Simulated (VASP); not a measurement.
# SrLi2SnS4 (I-42m) in VASP: settings compared, part 2 of 2

VASP 6.6.1. The steps go on from the part before.

## Step 3: Single point, r2SCAN (21.08 Å³/atom)

This run uses another cell than the first one, of 21.08 Å³/atom.

The input, POSCAR:

```
SrLi2SnS4
1.0
   -3.2739646598      3.2739646598      3.9324152901
    3.2739646598     -3.2739646598      3.9324152901
    3.2739646598      3.2739646598     -3.9324152901
Li Sr Sn S
2 1 1 4
Direct
    0.2500000000      0.7500000000      0.5000000000
    0.7500000000      0.2500000000      0.5000000000
    0.5000000000      0.5000000000      0.0000000000
    0.0000000000      0.0000000000      0.0000000000
    0.0368209321      0.0368209321      0.4152325976
    0.9631790679      0.3784116655      0.0000000000
    0.6215883345      0.6215883345      0.5847674024
    0.3784116655      0.9631790679      0.0000000000
```

The input, INCAR.step1:

```
SYSTEM = SrLi2SnS4
PREC = Accurate ; ENCUT = 520
ISMEAR = 0 ; SIGMA = 0.01
LREAL = .FALSE. ; LASPH = .TRUE.
NELM = 60 ; NBANDS = 37
GGA = PE ; ALGO = Normal
EDIFF = 1E-4 ; LWAVE = .TRUE.
LCHARG = .FALSE.
```

The input, INCAR.step2:

```
SYSTEM = SrLi2SnS4
PREC = Accurate ; ENCUT = 520
EDIFF = 1E-6 ; ISMEAR = 0
SIGMA = 0.01 ; LREAL = .FALSE.
LASPH = .TRUE. ; NELM = 60
ALGO = Normal ; ISIF = 2
LWAVE = .FALSE. ; LCHARG = .FALSE.
METAGGA = R2SCAN ; LMIXTAU = .TRUE.
NBANDS = 37 ; ISTART = 1
```

The input, KPOINTS:

```
Automatic mesh
0
G
  4 4 4
  0 0 0
```

Potentials or basis: VASP PAW PBE potentials, release 64 (Li_sv, Sr_sv, Sn_d, S).

Run with:

```console
cat potpaw_PBE.64/Li_sv/POTCAR potpaw_PBE.64/Sr_sv/POTCAR potpaw_PBE.64/Sn_d/POTCAR potpaw_PBE.64/S/POTCAR > POTCAR
cp INCAR.step1 INCAR
mpirun -np 1 vasp_std > vasp.out
cp INCAR.step2 INCAR
mpirun -np 1 vasp_std > vasp.out
```

OUTCAR:

```text
SYSTEM = SrLi2SnS4
   PREC = Accurate
   ENCUT = 520
   EDIFF = 1E-6
   ISMEAR = 0
   LREAL = .FALSE.
   LASPH = .TRUE.
   NELM = 60
   ISIF = 2
   METAGGA = R2SCAN
   ISTART = 1

 ion  position               nearest neighbor table
   1  0.250  0.750  0.500-   5 2.43   7 2.43   8 2.43   6 2.43   3 3.82   3 3.82   3 3.82   3 3.82

   2  0.750  0.250  0.500-   5 2.43   6 2.43   7 2.43   8 2.43   3 3.82   3 3.82   3 3.82   3 3.82

   3  0.500  0.500  0.000-   7 3.02   6 3.02   8 3.02   5 3.02   7 3.22   8 3.22   6 3.22   5 3.22
                             1 3.82   1 3.82   2 3.82   2 3.82   2 3.82   1 3.82   1 3.82   2 3.82
   4  0.000  0.000  0.000-   5 2.35   6 2.35   7 2.35   8 2.35   3 3.93   3 3.93
   5  0.037  0.037  0.415-   4 2.35   2 2.43   1 2.43   3 3.02   3 3.22
   6  0.963  0.378  0.000-   4 2.35   1 2.43   2 2.43   3 3.02   3 3.22
   7  0.622  0.622  0.585-   4 2.35   2 2.43   1 2.43   3 3.02   3 3.22
   8  0.378  0.963  0.000-   4 2.35   2 2.43   1 2.43   3 3.02   3 3.22

  LATTYP: Found a body centered tetragonal cell.
 ALAT       =     6.5479293196
 C/A-ratio  =     1.2011172076

  Lattice vectors:

 A1 = (  -3.2739646598,   3.2739646598,   3.9324152901)
 A2 = (   3.2739646598,  -3.2739646598,   3.9324152901)
 A3 = (   3.2739646598,   3.2739646598,  -3.9324152901)

Analysis of symmetry for initial positions (statically):
=====================================================================
 Subroutine PRICEL returns:
 Original cell was already a primitive cell.

 Routine SETGRP: Setting up the symmetry group for a
 body centered tetragonal supercell.

 Subroutine GETGRP returns: Found  8 space group operations
 (whereof  8 operations were pure point group operations)
 out of a pool of 16 trial point group operations.

The static configuration has the point symmetry D_2d.

Analysis of symmetry for dynamics (positions and initial velocities):
=====================================================================
 Subroutine PRICEL returns:
 Original cell was already a primitive cell.

 Routine SETGRP: Setting up the symmetry group for a
 body centered tetragonal supercell.

 Subroutine GETGRP returns: Found  8 space group operations
 (whereof  8 operations were pure point group operations)
 out of a pool of 16 trial point group operations.

The dynamic configuration has the point symmetry D_2d.

 Subroutine INISYM returns: Found  8 space group operations
 (whereof  8 operations are pure point group operations),
 and found     1 'primitive' translations

----------------------------------------------------------------------------------------

                                     Primitive cell

  volume of cell :     168.6038

  direct lattice vectors                    reciprocal lattice vectors
    -3.273964660  3.273964660  3.932415290     0.000000000  0.152720036  0.127148321
     3.273964660 -3.273964660  3.932415290     0.152720036  0.000000000  0.127148321
     3.273964660  3.273964660 -3.932415290     0.152720036  0.152720036  0.000000000

  length of vectors
     6.074667003  6.074667003  6.074667003     0.198721173  0.198721173  0.215978746

  position of ions in fractional coordinates (direct lattice)
     0.250000000  0.750000000  0.500000000
     0.750000000  0.250000000  0.500000000
     0.500000000  0.500000000  0.000000000
     0.000000000  0.000000000  0.000000000
[... 55 lines left out ...]
 -0.250000 -0.250000  0.250000      2.000000
  0.500000  0.500000  0.500000      1.000000
   k-points           NKPTS =     13   k-points in BZ     NKDIM =     13   number of bands    NBANDS=     37
   number of dos      NEDOS =    301   number of ions     NIONS =      8
   total plane-waves  NPLWV = 110592
   dimension x,y,z NGX =    48 NGY =   48 NGZ =   48
   dimension x,y,z NGXF=    96 NGYF=   96 NGZF=   96
   ions per type =               2   1   1   4
   NGX,Y,Z   is equivalent  to a cutoff of  13.14, 13.14, 13.14 a.u.
   NGXF,Y,Z  is equivalent  to a cutoff of  26.27, 26.27, 26.27 a.u.
 SYSTEM =  SrLi2SnS4
   PREC   = accura    normal or accurate (medium, high low for compatibility)
   ISTART =      1    job   : 0-new  1-cont  2-samecut
   ICHARG =      0    charge: 1-file 2-atom 10-const
   ISPIN  =      1    spin polarized calculation?
   LNONCOLLINEAR =      F non collinear calculations
   LSORBIT =      F    spin-orbit coupling
   LASPH  =      T    aspherical Exc in radial PAW
   ENCUT  =  520.0 eV  38.22 Ry    6.18 a.u.  11.29 11.29 11.29*2*pi/ulx,y,z
   NELM   =     60;   NELMIN=  2; NELMDL=  0     # of ELM steps
   EDIFF  = 0.1E-05   stopping-criterion for ELM
   LREAL  =      F    real-space projection
   EDIFFG = 0.1E-04   stopping-criterion for IOM
   NSW    =      0    number of steps for IOM
   IBRION =     -1    ionic relax: 0-MD 1-quasi-New 2-CG
   NFREE  =      0    steps in history (QN), initial steepest desc. (CG)
   ISIF   =      2    stress and relaxation
   ISYM   =      2    0-nonsym 1-usesym 2-fastsym
   POTIM  = 0.5000    time-step for ionic-motion
   TEBEG  =    0.0;   TEEND  =   0.0 temperature during run
   PSTRESS=    0.0 pullay stress
   NELECT =      54.0000    total number of electrons
   NUPDOWN=      -1.0000    fix difference up-down
   EMIN   =  10.00;   EMAX   =-10.00  energy-range for DOS
   EFERMI =   0.00;   METHOD = LEGACY
   ISMEAR =     0;   SIGMA  =   0.01  broadening in eV -4-tet -1-fermi 0-gaus
   EFERMI_NEDOS =   21; number of points for ismear=-14 and -15
   IALGO  =     38    algorithm
   IMIX   =      4    mixing-type and parameters
     AMIX     =   0.40;   BMIX     =  1.00
     AMIX_MAG =   1.60;   BMIX_MAG =  1.00
  volume/ion in A,a.u.               =      21.08       142.22
  Fermi-wavevector in a.u.,A,eV,Ry     =   1.120083  2.116650 17.069686  1.254586
  Thomas-Fermi vector in A             =   2.256727
   LORBIT       =      0    0 simple, 1 ext, 2 COOP (PROOUT), +10 PAW based schemes
   METAGGA = R2SCAN    functional components
   LHFCALC =     F    Hartree Fock is set to
   AEXX    =    0.0000 exact exchange contribution
   IVDW    =     0    specifies the selected vdW correction
   LEPSILON=     F    determine dielectric tensor
   LRPA    =     F    only Hartree local field effects (RPA)
 non-spin polarized calculation
 Gauss-broadening in eV      SIGMA  =   0.01
  energy-cutoff  :      520.00
  volume of cell :      168.60
 maximum number of plane-waves:      4558
 NGX is ok and might be reduce to    48
   NGX = 23   NGY = 23   NGZ = 23

 number of electron      53.9999985 magnetization

 Free energy of the ion-electron system (eV)
  ---------------------------------------------------
  ext. energy  EPLUGINS =         0.00000000
  ---------------------------------------------------
  free energy    TOTEN  =       -87.99893882 eV

  energy without entropy =      -87.99893882  energy(sigma->0) =      -87.99893882

 E-fermi :   3.0210     XC(G=0):  -9.5675

 val. band max:        2.9459893884   @ k =   0.5000   0.5000   0.5000
 cond. band min:       6.1250602615   @ k =   0.5000   0.5000   0.5000
 fundamental gap:      3.1790708731
 Fermi energy:         3.0209978908

 k-point     1 :       0.0000    0.0000    0.0000
  band No.  band energies     occupation
      1     -42.9691      2.00000
      2     -42.9687      2.00000
      3     -32.1888      2.00000
      4     -18.5907      2.00000
      5     -18.5907      2.00000
      6     -18.5797      2.00000
[... 509 lines left out ...]
     36      10.2496      0.00000
     37      10.9519      0.00000

------------------------ aborting loop because EDIFF is reached ----------------------------------------

  FORCE on cell =-STRESS in cart. coord.  units (eV):
  Direction    XX          YY          ZZ          XY          YZ          ZX
  --------------------------------------------------------------------------------------
  -------------------------------------------------------------------------------------
  Total        4.4146786      4.4146786      3.5553545      0.0000000      0.0000000      0.0000000
  in kB       41.9510013     41.9510013     33.7851735      0.0000000      0.0000000      0.0000000
  external PRESSURE =      39.2290587 kB  Pullay stress =       0.0000000 kB

 VOLUME and BASIS-vectors are now :
 -----------------------------------------------------------------------------
  energy-cutoff  :      520.00
  volume of cell :      168.60
      direct lattice vectors                 reciprocal lattice vectors
    -3.273964660  3.273964660  3.932415290     0.000000000  0.152720036  0.127148321
     3.273964660 -3.273964660  3.932415290     0.152720036  0.000000000  0.127148321
     3.273964660  3.273964660 -3.932415290     0.152720036  0.152720036  0.000000000

 POSITION                                       TOTAL-FORCE (eV/Angst)
 -----------------------------------------------------------------------------------
      3.27396      0.00000      1.96621         0.000000     -0.000000     -0.000000
      0.00000      3.27396      1.96621        -0.000000      0.000000     -0.000000
      0.00000      0.00000      3.93242         0.000000      0.000000      0.000000
      0.00000      0.00000      0.00000        -0.000000      0.000000     -0.000000
      1.35946      1.35946     -1.34328         0.278161      0.278161     -0.270177
     -1.91451      1.91451      5.27569         0.278161     -0.278161      0.270177
      1.91451      1.91451      2.58914        -0.278161     -0.278161     -0.270177
      1.91451     -1.91451      5.27569        -0.278161      0.278161      0.270177
 -----------------------------------------------------------------------------------
    total drift:                               -0.000108     -0.000108     -0.000109

  FREE ENERGIE OF THE ION-ELECTRON SYSTEM (eV)
  ---------------------------------------------------
  free  energy   TOTEN  =       -87.9989388242 eV

  energy  without entropy=      -87.9989388242  energy(sigma->0) =      -87.99893882
```

Run time: 11 min. Hardware: 1 thread of Oxide Virtual Turin-like, shared host; peak memory 0.38 GiB.

Results:

```yaml
Free_energy: -87.9989 eV
Largest_force: 0.477 eV/Å
Band_gap_on_the_k_mesh: 3.18 eV
```

Forces in eV/Å, atoms in the order of the input:
```
Li   0.000  0.000  0.000
Li   0.000  0.000  0.000
Sr   0.000  0.000  0.000
Sn   0.000  0.000  0.000
S    0.278  0.278 -0.270
S    0.278 -0.278  0.270
S   -0.278 -0.278 -0.270
S   -0.278  0.278  0.270
```

Caveat: the cutoff is under 1.25 times the usual one of these potentials, so pressure, stress and relaxed cells hold a basis-set (Pulay) error; the PAW data sets were made with another functional, which shifts forces and pressure a little; spin-orbit coupling is left out, which moves the levels of the heavy elements. A k mesh can miss the band edges.
